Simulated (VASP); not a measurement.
# Rh (Fm-3m) in VASP: a series of runs, part 2 of 2

VASP 6.6.1. The steps go on from the part before.

### 3 Relaxation of cell and atoms, PBE

INCAR reads:

```
SYSTEM = Rh
PREC = Accurate ; ENCUT = 600
EDIFF = 1E-6 ; ISMEAR = -1
SIGMA = 0.05 ; LREAL = .False.
LASPH = .True. ; NELM = 60
ALGO = Fast ; ISIF = 3
LWAVE = .False. ; LCHARG = .False.
GGA = PE ; IBRION = 2
NSW = 60 ; EDIFFG = -0.01
```

KPOINTS reads:

```
Automatic mesh
0
Gamma
  12 12 12
  0 0 0
```

POSCAR reads:

```
Rh
1.0
    0.0000000000      1.8978500000      1.8978500000
    1.8978500000      0.0000000000      1.8978500000
    1.8978500000      1.8978500000      0.0000000000
Rh
1
Direct
    0.0000000000      0.0000000000      0.0000000000
```

Potentials or basis: VASP PAW PBE potentials, release 64 (Rh_pv).

The run is started by

```sh
$ cat potpaw_PBE.64/Rh_pv/POTCAR > POTCAR
$ mpirun -np 1 vasp_std > vasp.out
```

OUTCAR:

```text
SYSTEM = Rh
   PREC = Accurate
   ENCUT = 600
   EDIFF = 1E-6
   ISMEAR = -1
   LREAL = .False.
   LASPH = .True.
   NELM = 60
   ISIF = 3
   GGA = PE
   IBRION = 2
   NSW = 60
   EDIFFG = -0.01

 ion  position               nearest neighbor table
   1  0.000  0.000  0.000-

  LATTYP: Found a face centered cubic cell.
 ALAT       =     3.7957000000

  Lattice vectors:

 A1 = (   0.0000000000,   1.8978500000,   1.8978500000)
 A2 = (   1.8978500000,   0.0000000000,   1.8978500000)
 A3 = (   1.8978500000,   1.8978500000,   0.0000000000)

Analysis of symmetry for initial positions (statically):
[... 33 lines left out ...]
                                     Primitive cell

  volume of cell :      13.6715

  direct lattice vectors                    reciprocal lattice vectors
     0.000000000  1.897850000  1.897850000    -0.263456016  0.263456016  0.263456016
     1.897850000  0.000000000  1.897850000     0.263456016 -0.263456016  0.263456016
     1.897850000  1.897850000  0.000000000     0.263456016  0.263456016 -0.263456016

  length of vectors
     2.683965209  2.683965209  2.683965209     0.456319205  0.456319205  0.456319205

  position of ions in fractional coordinates (direct lattice)
     0.000000000  0.000000000  0.000000000

  ion indices of the primitive-cell ions
   primitive index   ion index
                 1           1

----------------------------------------------------------------------------------------

 KPOINTS: Automatic mesh

Automatic generation of k-mesh.
 Grid dimensions read from file:
 generate k-points for:   12   12   12

 Generating k-lattice:

  Cartesian coordinates                     Fractional coordinates (reciprocal lattice)
    -0.021954668  0.021954668  0.021954668     0.083333333  0.000000000  0.000000000
     0.021954668 -0.021954668  0.021954668     0.000000000  0.083333333  0.000000000
     0.021954668  0.021954668 -0.021954668     0.000000000  0.000000000  0.083333333

  Length of vectors
     0.038026600  0.038026600  0.038026600

  Shift w.r.t. Gamma in fractional coordinates (k-lattice)
     0.000000000  0.000000000  0.000000000

 Subroutine IBZKPT returns following result:
 ===========================================

 Found     72 irreducible k-points:

 Following reciprocal coordinates:
            Coordinates               Weight
  0.000000  0.000000  0.000000      1.000000
  0.083333  0.000000  0.000000      8.000000
  0.166667  0.000000  0.000000      8.000000
  0.250000  0.000000  0.000000      8.000000
  0.333333  0.000000  0.000000      8.000000
  0.416667  0.000000  0.000000      8.000000
[... 16 lines left out ...]
  0.500000  0.166667  0.000000     24.000000
 -0.416667  0.166667  0.000000     24.000000
 [... further k-points ...]
   k-points           NKPTS =     72   k-points in BZ     NKDIM =     72   number of bands    NBANDS=     11
   number of dos      NEDOS =    301   number of ions     NIONS =      1
   total plane-waves  NPLWV =  13824
   dimension x,y,z NGX =    24 NGY =   24 NGZ =   24
   dimension x,y,z NGXF=    48 NGYF=   48 NGZF=   48
   ions per type =               1
   NGX,Y,Z   is equivalent  to a cutoff of  14.87, 14.87, 14.87 a.u.
   NGXF,Y,Z  is equivalent  to a cutoff of  29.73, 29.73, 29.73 a.u.
 SYSTEM =  Rh
   PREC   = accura    normal or accurate (medium, high low for compatibility)
   ISTART =      0    job   : 0-new  1-cont  2-samecut
   ICHARG =      2    charge: 1-file 2-atom 10-const
   ISPIN  =      1    spin polarized calculation?
   LNONCOLLINEAR =      F non collinear calculations
   LSORBIT =      F    spin-orbit coupling
   LASPH  =      T    aspherical Exc in radial PAW
   ENCUT  =  600.0 eV  44.10 Ry    6.64 a.u.   5.36  5.36  5.36*2*pi/ulx,y,z
   NELM   =     60;   NELMIN=  2; NELMDL= -5     # of ELM steps
   EDIFF  = 0.1E-05   stopping-criterion for ELM
   LREAL  =      F    real-space projection
   EDIFFG = -.1E-01   stopping-criterion for IOM
   NSW    =     60    number of steps for IOM
   IBRION =      2    ionic relax: 0-MD 1-quasi-New 2-CG
   NFREE  =      1    steps in history (QN), initial steepest desc. (CG)
   ISIF   =      3    stress and relaxation
   ISYM   =      2    0-nonsym 1-usesym 2-fastsym
   POTIM  = 0.5000    time-step for ionic-motion
   TEBEG  =    0.0;   TEEND  =   0.0 temperature during run
   PSTRESS=    0.0 pullay stress
   NELECT =      15.0000    total number of electrons
   NUPDOWN=      -1.0000    fix difference up-down
   EMIN   =  10.00;   EMAX   =-10.00  energy-range for DOS
   EFERMI =   0.00;   METHOD = LEGACY
   ISMEAR =    -1;   SIGMA  =   0.05  broadening in eV -4-tet -1-fermi 0-gaus
   EFERMI_NEDOS =   21; number of points for ismear=-14 and -15
   IALGO  =     68    algorithm
   IMIX   =      4    mixing-type and parameters
     AMIX     =   0.40;   BMIX     =  1.00
     AMIX_MAG =   1.60;   BMIX_MAG =  1.00
  volume/ion in A,a.u.               =      13.67        92.26
  Fermi-wavevector in a.u.,A,eV,Ry     =   1.688496  3.190795 38.790465  2.851019
  Thomas-Fermi vector in A             =   2.770792
   LORBIT       =      0    0 simple, 1 ext, 2 COOP (PROOUT), +10 PAW based schemes
   GGA     = PE    functional components
   LHFCALC =     F    Hartree Fock is set to
   AEXX    =    0.0000 exact exchange contribution
   IVDW    =     0    specifies the selected vdW correction
   LEPSILON=     F    determine dielectric tensor
   LRPA    =     F    only Hartree local field effects (RPA)
 conjugate gradient relaxation of ions
 non-spin polarized calculation
 RMM-DIIS sequential band-by-band and
  energy-cutoff  :      600.00
  volume of cell :       13.67
 maximum number of plane-waves:       471
 NGX is ok and might be reduce to    24
   NGX = 11   NGY = 11   NGZ = 11

--------------------------------------- Ionic step        1  -------------------------------------------

 number of electron      15.0000002 magnetization

 Free energy of the ion-electron system (eV)
  ---------------------------------------------------
  ext. energy  EPLUGINS =         0.00000000
  ---------------------------------------------------
  free energy    TOTEN  =        -7.25722520 eV

  energy without entropy =       -7.24887095  energy(sigma->0) =       -7.25304808

------------------------ aborting loop because EDIFF is reached ----------------------------------------

  FORCE on cell =-STRESS in cart. coord.  units (eV):
  Direction    XX          YY          ZZ          XY          YZ          ZX
  --------------------------------------------------------------------------------------
  -------------------------------------------------------------------------------------
  Total        0.6354125      0.6354125      0.6354125      0.0000000      0.0000000      0.0000000
  in kB       74.4647453     74.4647453     74.4647453      0.0000000      0.0000000      0.0000000
  external PRESSURE =      74.4647453 kB  Pullay stress =       0.0000000 kB
[... 90 lines left out ...]
  energy  without entropy=       -7.2561758659  energy(sigma->0) =       -7.26060464

--------------------------------------- Ionic step        4  -------------------------------------------

 number of electron      15.0000001 magnetization

 Free energy of the ion-electron system (eV)
  ---------------------------------------------------
  ext. energy  EPLUGINS =         0.00000000
  ---------------------------------------------------
  free energy    TOTEN  =        -7.26504206 eV

  energy without entropy =       -7.25620009  energy(sigma->0) =       -7.26062107

 E-fermi :  11.5367     XC(G=0): -13.9037

 val. band max:       11.4599256913   @ k =  -0.3333   0.3333   0.0000
 cond. band min:      11.5662477668   @ k =   0.3333   0.1667   0.0000
 fundamental gap:      0.1063220755
 Fermi energy:        11.5367012638

 k-point     1 :       0.0000    0.0000    0.0000
  band No.  band energies     occupation
      1     -34.8320      2.00000
      2     -34.8320      2.00000
      3     -34.8320      2.00000
      4       3.7246      2.00000
      5       8.5396      2.00000
      6       8.5396      2.00000
      7       8.5396      2.00000
      8      10.5562      2.00000
      9      10.5562      2.00000
     10      27.5444      0.00000
     11      32.8884      0.00000
[... 309 lines left out ...]
 k-point    24 :      -0.4167    0.1667    0.0000
  band No.  band energies     occupation
      1     -35.4503      2.00000
      2     -35.0504      2.00000
      3     -34.9519      2.00000
      4       6.2915      2.00000
      5       7.9026      2.00000
      6       9.1182      2.00000
      7       9.5310      2.00000
      8      11.7670      0.01979
      9      15.5780      0.00000
     10      20.0771      0.00000
     11      27.4499      0.00000

 [... further k-points ...]
[... 5 lines left out ...]
  --------------------------------------------------------------------------------------
  -------------------------------------------------------------------------------------
  Total       -0.0012165     -0.0012165     -0.0012165      0.0000000      0.0000000     -0.0000000
  in kB       -0.1389073     -0.1389073     -0.1389073      0.0000000      0.0000000     -0.0000000
  external PRESSURE =      -0.1389073 kB  Pullay stress =       0.0000000 kB
[... 16 lines left out ...]
  FREE ENERGIE OF THE ION-ELECTRON SYSTEM (eV)
  ---------------------------------------------------
  free  energy   TOTEN  =        -7.2650420623 eV

  energy  without entropy=       -7.2562000873  energy(sigma->0) =       -7.26062107

 reached required accuracy - stopping structural energy minimisation
```

CONTCAR:

```text
Rh
   1.00000000000000
     0.0000000000000000    1.9143523831570206    1.9143523831570206
     1.9143523831570206    0.0000000000000000    1.9143523831570206
     1.9143523831570206    1.9143523831570206    0.0000000000000000
  Rh
     1
Direct
     0.0000000000000000    0.0000000000000000    0.0000000000000000

  0.00000000E+00  0.00000000E+00  0.00000000E+00
```

Wall time 52 s (1 thread of Intel Xeon 8259CL, shared host); peak memory 0.15 GiB.

What came out:

```
Free energy                            : -7.2650 eV
Relaxed volume                         : 14.03 Å³/atom
Relaxed cell                           : a = 2.707 Å, b = 2.707 Å, c = 2.707 Å, α = 60.00°, β = 60.00°, γ = 60.00°
Space group after relaxing (to 0.05 Å) : Fm-3m (No. 225)
Energy gained by relaxing              : 7.8 meV/atom
Ionic steps                            : 4
Pressure after relaxing                : 0.0 GPa
```

Step by step:
```tsv
step	energy change (eV)	largest force (eV/Å)	pressure (GPa)	volume (Å³)
1	0.0000	0.0000	7.45	13.67
2	0.0363	0.0000	-14.17	14.97
3	-0.0078	0.0000	-0.22	14.04
4	-0.0078	0.0000	-0.01	14.03
```

Final structure:
```xyz
1
Lattice="0.0000 1.9144 1.9144 1.9144 0.0000 1.9144 1.9144 1.9144 0.0000" Properties=species:S:1:pos:R:3 pbc="T T T"
Rh    0.0000    0.0000    0.0000
```

Levels at points of the mesh, in eV from the Fermi level:
| k point | band 4 | band 5 | band 6 | band 7 | band 8 | band 9 | band 10 | band 11 |
| --- | --- | --- | --- | --- | --- | --- | --- | --- |
| (0.00, 0.00, 0.00) | -7.81 | -3.00 | -3.00 | -3.00 | -0.98 | -0.98 | 16.01 | 21.35 |
| (0.50, 0.00, 0.00) | -5.96 | -3.07 | -3.07 | 0.53 | 0.53 | 0.75 | 8.42 | 15.51 |
| (0.50, 0.50, 0.00) | -6.14 | -5.78 | 0.50 | 0.93 | 0.93 | 3.24 | 12.01 | 13.20 |

PBE usually gives volumes a little too large and moduli too small. Zero-point motion and thermal expansion aren't in these numbers.
